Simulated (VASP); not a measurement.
# Zr in VASP: single point with PBE

Aim: the single point of Zr with PBE.

All numbers are computed with VASP 6.6.1; they aren't measurements. Logs are shortened: lines on timing, memory, paths and dates and some standing lists are left out, and cuts for length are marked.

### Step 1. The cell of the first run

The cell holds a slab with vacuum, 3 atoms: a = 3.231 Å, b = 3.231 Å, c = 21.175 Å, α = 90.00°, β = 90.00°, γ = 120.00°.

### Step 2. Single point, PBE

The input, INCAR:

```
SYSTEM = Zr
PREC = Accurate ; ENCUT = 520
EDIFF = 1E-6 ; ISMEAR = -1
SIGMA = 0.08 ; LREAL = .False.
LASPH = .True. ; NELM = 60
ALGO = Normal ; ISIF = 2
LWAVE = .False. ; LCHARG = .False.
LDIPOL = .True. ; IDIPOL = 3
DIPOL = 0.5 0.5 0.500 ; GGA = PE
NBANDS = 25
```

The input, KPOINTS:

```
regular mesh
0
Gamma
  15 15 1
  0 0 0
```

The input, POSCAR:

```
Zr
1.0
    3.2310992950      0.0000000000      0.0000000000
   -1.6155496475      2.7982140717      0.0000000000
    0.0000000000      0.0000000000     21.1751000000
Zr
3
Direct
    0.0000000000      0.0000000000      0.3822948422
    0.3333333333      0.6666666667      0.4999999952
    0.0000000000      0.0000000000      0.6177051626
```

Potentials or basis: VASP PAW PBE potentials, release 64 (Zr_sv).

On the command line:

```sh
$ cat potpaw_PBE.64/Zr_sv/POTCAR > POTCAR
$ mpirun -np 1 vasp_std > vasp.out
```

OUTCAR:

```text
SYSTEM = Zr
   PREC = Accurate
   ENCUT = 520
   EDIFF = 1E-6
   ISMEAR = -1
   LREAL = .False.
   LASPH = .True.
   NELM = 60
   ISIF = 2
   GGA = PE

 ion  position               nearest neighbor table
   1  0.000  0.000  0.382-   2 3.11   2 3.11   2 3.11
   2  0.333  0.667  0.500-   1 3.11   1 3.11   1 3.11   3 3.11   3 3.11   3 3.11
   3  0.000  0.000  0.618-   2 3.11   2 3.11   2 3.11

  LATTYP: Found a hexagonal cell.
 ALAT       =     3.2310992950
 C/A-ratio  =     6.5535280927

  Lattice vectors:

 A1 = (   3.2310992950,   0.0000000000,   0.0000000000)
 A2 = (  -1.6155496475,   2.7982140717,   0.0000000000)
 A3 = (   0.0000000000,   0.0000000000,  21.1751000000)

Analysis of symmetry for initial positions (statically):
=====================================================================
 Subroutine PRICEL returns:
 Original cell was already a primitive cell.

 Routine SETGRP: Setting up the symmetry group for a
 hexagonal supercell.

 Subroutine GETGRP returns: Found 12 space group operations
 (whereof 12 operations were pure point group operations)
 out of a pool of 24 trial point group operations.

The static configuration has the point symmetry D_3h.

Analysis of symmetry for dynamics (positions and initial velocities):
=====================================================================
 Subroutine PRICEL returns:
 Original cell was already a primitive cell.

 Routine SETGRP: Setting up the symmetry group for a
 hexagonal supercell.

 Subroutine GETGRP returns: Found 12 space group operations
 (whereof 12 operations were pure point group operations)
 out of a pool of 24 trial point group operations.

The dynamic configuration has the point symmetry D_3h.

 Subroutine INISYM returns: Found 12 space group operations
 (whereof 12 operations are pure point group operations),
 and found     1 'primitive' translations

----------------------------------------------------------------------------------------

                                     Primitive cell

  volume of cell :     191.4506

  direct lattice vectors                    reciprocal lattice vectors
     3.231099295  0.000000000  0.000000000     0.309492191  0.178685400  0.000000000
    -1.615549647  2.798214072  0.000000000     0.000000000  0.357370800  0.000000000
     0.000000000  0.000000000 21.175100000     0.000000000  0.000000000  0.047225279

  length of vectors
     3.231099295  3.231099295 21.175100000     0.357370800  0.357370800  0.047225279

  position of ions in fractional coordinates (direct lattice)
     0.000000000  0.000000000  0.382294842
     0.333333333  0.666666667  0.499999995
     0.000000000  0.000000000  0.617705163

  ion indices of the primitive-cell ions
   primitive index   ion index
                 1           1
                 2           2
                 3           3

----------------------------------------------------------------------------------------

 KPOINTS: regular mesh

Automatic generation of k-mesh.
 Grid dimensions read from file:
 generate k-points for:   15   15    1

 Generating k-lattice:

  Cartesian coordinates                     Fractional coordinates (reciprocal lattice)
     0.020632813  0.011912360  0.000000000     0.066666667  0.000000000  0.000000000
     0.000000000  0.023824720  0.000000000     0.000000000  0.066666667  0.000000000
     0.000000000  0.000000000  0.047225279     0.000000000  0.000000000  1.000000000

  Length of vectors
     0.023824720  0.023824720  0.047225279

  Shift w.r.t. Gamma in fractional coordinates (k-lattice)
     0.000000000  0.000000000  0.000000000

 Subroutine IBZKPT returns following result:
 ===========================================

 Found     27 irreducible k-points:

 Following reciprocal coordinates:
            Coordinates               Weight
  0.000000  0.000000  0.000000      1.000000
  0.066667  0.000000  0.000000      6.000000
  0.133333 -0.000000  0.000000      6.000000
  0.200000  0.000000  0.000000      6.000000
  0.266667 -0.000000  0.000000      6.000000
  0.333333 -0.000000  0.000000      6.000000
[... 16 lines left out ...]
  0.333333  0.200000  0.000000     12.000000
  0.400000  0.200000  0.000000      6.000000
 [... further k-points ...]
   k-points           NKPTS =     27   k-points in BZ     NKDIM =     27   number of bands    NBANDS=     25
   number of dos      NEDOS =    301   number of ions     NIONS =      3
   total plane-waves  NPLWV =  92160
   dimension x,y,z NGX =    24 NGY =   24 NGZ =  160
   dimension x,y,z NGXF=    48 NGYF=   48 NGZF=  320
   ions per type =               3
   NGX,Y,Z   is equivalent  to a cutoff of  12.35, 12.35, 12.56 a.u.
   NGXF,Y,Z  is equivalent  to a cutoff of  24.70, 24.70, 25.12 a.u.
 SYSTEM =  Zr
   PREC   = accura    normal or accurate (medium, high low for compatibility)
   ISTART =      0    job   : 0-new  1-cont  2-samecut
   ICHARG =      2    charge: 1-file 2-atom 10-const
   ISPIN  =      1    spin polarized calculation?
   LNONCOLLINEAR =      F non collinear calculations
   LSORBIT =      F    spin-orbit coupling
   LASPH  =      T    aspherical Exc in radial PAW
   ENCUT  =  520.0 eV  38.22 Ry    6.18 a.u.   6.01  6.01 39.37*2*pi/ulx,y,z
   NELM   =     60;   NELMIN=  2; NELMDL= -5     # of ELM steps
   EDIFF  = 0.1E-05   stopping-criterion for ELM
   LREAL  =      F    real-space projection
   EDIFFG = 0.1E-04   stopping-criterion for IOM
   NSW    =      0    number of steps for IOM
   IBRION =     -1    ionic relax: 0-MD 1-quasi-New 2-CG
   NFREE  =      0    steps in history (QN), initial steepest desc. (CG)
   ISIF   =      2    stress and relaxation
   ISYM   =      2    0-nonsym 1-usesym 2-fastsym
   POTIM  = 0.5000    time-step for ionic-motion
   TEBEG  =    0.0;   TEEND  =   0.0 temperature during run
   PSTRESS=    0.0 pullay stress
   NELECT =      36.0000    total number of electrons
   NUPDOWN=      -1.0000    fix difference up-down
   EMIN   =  10.00;   EMAX   =-10.00  energy-range for DOS
   EFERMI =   0.00;   METHOD = LEGACY
   ISMEAR =    -1;   SIGMA  =   0.08  broadening in eV -4-tet -1-fermi 0-gaus
   EFERMI_NEDOS =   21; number of points for ismear=-14 and -15
   IALGO  =     38    algorithm
   IMIX   =      4    mixing-type and parameters
     AMIX     =   0.40;   BMIX     =  1.00
     AMIX_MAG =   1.60;   BMIX_MAG =  1.00
  volume/ion in A,a.u.               =      63.82       430.66
  Fermi-wavevector in a.u.,A,eV,Ry     =   0.937900  1.772375 11.968464  0.879657
  Thomas-Fermi vector in A             =   2.065058
   LORBIT       =      0    0 simple, 1 ext, 2 COOP (PROOUT), +10 PAW based schemes
   GGA     = PE    functional components
   LHFCALC =     F    Hartree Fock is set to
   AEXX    =    0.0000 exact exchange contribution
   IVDW    =     0    specifies the selected vdW correction
   LEPSILON=     F    determine dielectric tensor
   LRPA    =     F    only Hartree local field effects (RPA)
 non-spin polarized calculation
  energy-cutoff  :      520.00
  volume of cell :      191.45
 maximum number of plane-waves:      5218
   NGX = 13   NGY = 13   NGZ = 79

 dipolmoment           0.000000      0.000000      0.000000 electrons x Angstroem

 number of electron      36.0000000 magnetization

 dipolmoment           0.000000      0.000000     -0.000000 electrons x Angstroem

 Free energy of the ion-electron system (eV)
  ---------------------------------------------------
  ext. energy  EPLUGINS =         0.00000000
  ---------------------------------------------------
  free energy    TOTEN  =       -23.80847576 eV

  energy without entropy =      -23.70000282  energy(sigma->0) =      -23.75423929

 E-fermi :   0.7084     XC(G=0):  -4.9690

 val. band max:        0.7082705321   @ k =   0.4000  -0.0000   0.0000
 cond. band min:       0.7111881933   @ k =   0.4667   0.0667   0.0000
 fundamental gap:      0.0029176613
 Fermi energy:         0.7083523790

 k-point     1 :       0.0000    0.0000    0.0000
  band No.  band energies     occupation
      1     -48.2013      2.00000
      2     -48.1911      2.00000
      3     -47.7469      2.00000
      4     -26.5357      2.00000
      5     -26.3002      2.00000
      6     -25.8385      2.00000
[... 17 lines left out ...]
     24       2.0807      0.00000
     25       2.0807      0.00000

 k-point     2 :       0.0667    0.0000    0.0000
  band No.  band energies     occupation
      1     -48.1973      2.00000
      2     -48.1875      2.00000
      3     -47.7437      2.00000
      4     -26.5258      2.00000
      5     -26.2992      2.00000
      6     -25.8687      2.00000
[... 17 lines left out ...]
     24       2.1135      0.00000
     25       2.1788      0.00000

 k-point     3 :       0.1333   -0.0000    0.0000
  band No.  band energies     occupation
      1     -48.1861      2.00000
      2     -48.1774      2.00000
      3     -47.7345      2.00000
      4     -26.4978      2.00000
      5     -26.2976      2.00000
      6     -25.9620      2.00000
[... 17 lines left out ...]
     24       2.1176      0.00000
     25       2.4641      0.00000

 k-point     4 :       0.2000    0.0000    0.0000
  band No.  band energies     occupation
      1     -48.1695      2.00000
      2     -48.1624      2.00000
      3     -47.7209      2.00000
      4     -26.4575      2.00000
      5     -26.3002      2.00000
      6     -26.0895      2.00000
[... 17 lines left out ...]
     24       2.4543      0.00000
     25       2.9156      0.00000
[... 477 lines left out ...]
 k-point    22 :       0.2667    0.2000    0.0000
  band No.  band energies     occupation
      1     -48.1139      2.00000
      2     -48.1122      2.00000
      3     -47.6756      2.00000
      4     -26.4475      2.00000
      5     -26.3839      2.00000
      6     -26.3423      2.00000
[... 17 lines left out ...]
     24       3.4938      0.00000
     25       3.5562      0.00000

 k-point    23 :       0.3333    0.2000    0.0000
  band No.  band energies     occupation
      1     -48.1047      2.00000
      2     -48.1038      2.00000
      3     -47.6680      2.00000
      4     -26.4766      2.00000
      5     -26.4290      2.00000
      6     -26.3480      2.00000
[... 17 lines left out ...]
     24       3.9054      0.00000
     25       4.0033      0.00000

 k-point    24 :       0.4000    0.2000    0.0000
  band No.  band energies     occupation
      1     -48.1014      2.00000
      2     -48.1009      2.00000
      3     -47.6654      2.00000
      4     -26.4872      2.00000
      5     -26.4449      2.00000
      6     -26.3489      2.00000
[... 17 lines left out ...]
     24       4.0850      0.00000
     25       4.2868      0.00000

 [... further k-points ...]

------------------------ aborting loop because EDIFF is reached ----------------------------------------

 vacuum level on the upper side and lower side of the slab       (xc-potential included)        -0.238        -0.238

  FORCE on cell =-STRESS in cart. coord.  units (eV):
  Direction    XX          YY          ZZ          XY          YZ          ZX
  --------------------------------------------------------------------------------------
  -------------------------------------------------------------------------------------
  Total       -1.7154292     -1.7154292     -0.0169372      0.0000000      0.0000000      0.0000000
  in kB      -14.3557761    -14.3557761     -0.1417412      0.0000000      0.0000000      0.0000000
  external PRESSURE =      -9.6177644 kB  Pullay stress =       0.0000000 kB

 VOLUME and BASIS-vectors are now :
 -----------------------------------------------------------------------------
  energy-cutoff  :      520.00
  volume of cell :      191.45
      direct lattice vectors                 reciprocal lattice vectors
     3.231099295  0.000000000  0.000000000     0.309492191  0.178685400  0.000000000
    -1.615549647  2.798214072  0.000000000     0.000000000  0.357370800  0.000000000
     0.000000000  0.000000000 21.175100000     0.000000000  0.000000000  0.047225279

 POSITION                                       TOTAL-FORCE (eV/Angst)
 -----------------------------------------------------------------------------------
      0.00000      0.00000      8.09513        -0.000000      0.000000     -0.001863
     -0.00000      1.86548     10.58755         0.000000     -0.000000      0.000000
      0.00000      0.00000     13.07997        -0.000000      0.000000      0.001863
 -----------------------------------------------------------------------------------
    total drift:                                0.000000     -0.000000      0.000001

  FREE ENERGIE OF THE ION-ELECTRON SYSTEM (eV)
  ---------------------------------------------------
  free  energy   TOTEN  =       -23.8084757588 eV

  energy  without entropy=      -23.7000028238  energy(sigma->0) =      -23.75423929

 vacuum level on the upper side and lower side of the slab         4.747         4.747
```

Run time: 5.4 min. Hardware: 1 thread of Intel Xeon 8259CL, shared host; peak memory 0.32 GiB.

What came out:

- Free energy: -23.8085 eV
- Band gap on the k mesh: zero (band 18 reaches 1.58 eV, above the bottom of band 19 at 0.35 eV)

Levels at points of the mesh, in eV from the Fermi level:
| k point | band 15 | band 16 | band 17 | band 18 | band 19 | band 20 | band 21 | band 22 |
| --- | --- | --- | --- | --- | --- | --- | --- | --- |
| (0.00, 0.00, 0.00) | -3.01 | -0.03 | 0.06 | 0.87 | 0.87 | 0.89 | 0.89 | 1.05 |
